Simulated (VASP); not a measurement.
The system is Ga2SeS3.

```
Ga Se S
1.0
     4.82290    0.00000    0.00000
    -2.41145    4.17676    0.00000
     0.00000    0.00000    7.94812
Ga Se S
2 1 3
Direct
  0.33333 0.66667 0.00000
  0.66667 0.33333 0.00000
  0.00000 0.00000 0.50000
  0.00000 0.00000 0.21903
  0.00000 0.00000 0.78097
  0.00000 0.00000 0.00000
```

The cell was built from a structure type or drawn by symmetry, and may not be a known phase.

| Quantity | Value |
| --- | --- |
| Program | VASP 6.6.1 |
| Task | relaxation of cell and atoms |
| Functional | PBE |
| Potentials or basis | VASP PAW PBE potentials, release 64 (Ga_d, Se, S) |
| Cutoff | 600 eV |
| k mesh | 6 × 6 × 2 |
| Occupations | gaussian, width 0.1 eV |
| Spin | no spin polarisation |

At the start: pressure 16.1 GPa; volume 26.68 Å³/atom.

How do energy, volume and symmetry change on relaxing?

Over 12 steps the energy falls by 617.4 meV/atom and the volume is 34.46 Å³/atom (+29.1 %); space group P6/mmm (No. 191, to 0.1 Å) before and after.

Step by step:
| step | energy change (eV) | largest force (eV/Å) | pressure (GPa) | volume (Å³) |
| --- | --- | --- | --- | --- |
| 1 | 0.0000 | 10.7704 | 16.09 | 160.11 |
| 2 | -3.3387 | 0.4847 | -1.79 | 224.85 |
| 3 | -3.5277 | 0.0712 | 2.07 | 189.90 |
| 4 | -3.6882 | 0.0710 | 0.00 | 205.06 |
| 5 | -3.6969 | 0.0798 | 0.44 | 201.83 |
| 6 | -3.6967 | 0.0805 | 0.32 | 202.68 |
| 7 | -3.7018 | 0.0460 | 0.12 | 204.80 |
| 8 | -3.7036 | 0.0064 | -0.11 | 207.32 |
| 9 | -3.7036 | 0.0090 | -0.09 | 207.14 |
| 10 | -3.7039 | 0.0709 | 0.05 | 206.74 |
| 11 | -3.7041 | 0.0471 | -0.01 | 206.89 |
| 12 | -3.7042 | 0.0294 | -0.01 | 206.78 |

Final structure:
```
Ga Se S
1.0
     4.95082    0.00000    0.00000
    -2.47541    4.28753    0.00000
     0.00000    0.00000    9.74124
Ga Se S
2 1 3
Direct
  0.33333 0.66667 0.00000
  0.66667 0.33333 0.00000
  0.00000 0.00000 0.50000
  0.00000 0.00000 0.26905
  0.00000 0.00000 0.73095
  0.00000 0.00000 0.00000
```

Caveat: the k points lie up to 0.32 Å⁻¹ apart in the final cell; the volume moved by over 15 % at a fixed basis, so the end points are rough.
